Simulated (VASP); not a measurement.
# BAs: relaxation of cell and atoms with LDA

BAs:

```
B As
1.0
     0.00000    2.36604    2.36604
     2.36604    0.00000    2.36604
     2.36604    2.36604    0.00000
B As
1 1
Direct
  0.00000 0.00000 0.00000
  0.75000 0.75000 0.75000
```

```json
{
  "Program": "VASP 6.6.1",
  "Task": "relaxation of cell and atoms",
  "Functional": "LDA",
  "Potentials or basis": "VASP PAW LDA potentials, release 64 (B, As)",
  "Cutoff": "500 eV",
  "k mesh": "10 × 10 × 10",
  "Occupations": "gaussian, width 0.01 eV",
  "Spin": "no spin polarisation",
  "Target pressure": "50 GPa",
  "Dipole correction": "no",
  "Further INCAR settings": "ALGO = Normal; EDIFF = 1e-07; IBRION = 2; EDIFFG = -0.001; NSW = 80; ISIF = 3"
}
```

```
Relaxed volume                                         : 10.72 Å³/atom
Relaxed cell                                           : a = 3.118 Å, b = 3.118 Å, c = 3.118 Å, α = 60.00°, β = 60.00°, γ = 60.00°
Space group after relaxing (to 0.05 Å)                 : F-43m (No. 216)
Energy change on relaxing (the enthalpy is what falls) : +340.0 meV/atom
Ionic steps                                            : 16
Pressure after relaxing                                : 50.0 GPa
Band gap on the k mesh                                 : 0.89 eV, indirect (least direct gap 3.62 eV)
```

The path:
```csv
step,energy change (eV),largest force (eV/Å),pressure (GPa),volume (Å³)
1,0.0000,0.0000,0.97,26.49
2,8.2777,0.0000,353.87,13.79
3,0.4844,0.0000,40.04,22.13
4,0.6143,0.0000,46.74,21.65
5,0.6807,0.0000,50.03,21.43
6,0.6517,0.0000,48.60,21.52
7,0.6535,0.0000,48.69,21.52
8,0.6588,0.0000,48.95,21.50
9,0.6589,0.0000,48.96,21.50
10,0.6592,0.0000,48.97,21.50
11,0.6597,0.0000,49.00,21.50
12,0.6608,0.0000,49.05,21.49
13,0.6629,0.0000,49.16,21.49
14,0.6672,0.0000,49.37,21.47
15,0.6759,0.0000,49.80,21.44
16,0.6800,0.0000,50.00,21.43
```

Final structure:
```yaml
crystal:
  lattice:
    - [0.00000, 2.20461, 2.20461]
    - [2.20461, 0.00000, 2.20461]
    - [2.20461, 2.20461, 0.00000]
  atoms:
    - { symbol: B, position: [0.00000, 0.00000, 0.00000] }
    - { symbol: As, position: [0.75000, 0.75000, 0.75000] }
```

Levels at points of the mesh, in eV from the valence-band top:
| k point | band 1 | band 2 | band 3 | band 4 | band 5 | band 6 | band 7 | band 8 |
| --- | --- | --- | --- | --- | --- | --- | --- | --- |
| (0.00, 0.00, 0.00) | -17.79 | 0.00 | 0.00 | 0.00 | 3.62 | 3.62 | 3.62 | 7.88 |
| (0.50, 0.00, 0.00) | -13.97 | -10.72 | -2.25 | -2.25 | 4.29 | 5.02 | 5.02 | 9.07 |
| (0.50, 0.50, 0.00) | -12.31 | -9.90 | -5.17 | -5.17 | 1.09 | 1.12 | 13.68 | 13.68 |

It took 19 s on 1 thread of Intel(R) Xeon(R) 6975P-C (Granite Rapids), on a shared host, peak memory 0.14 GiB.

Caveat: the cell is relaxed towards a set pressure, so the enthalpy falls and the energy may rise; the volume moved by over 15 % at a fixed basis, so the end points are rough. A k mesh can miss the band edges.
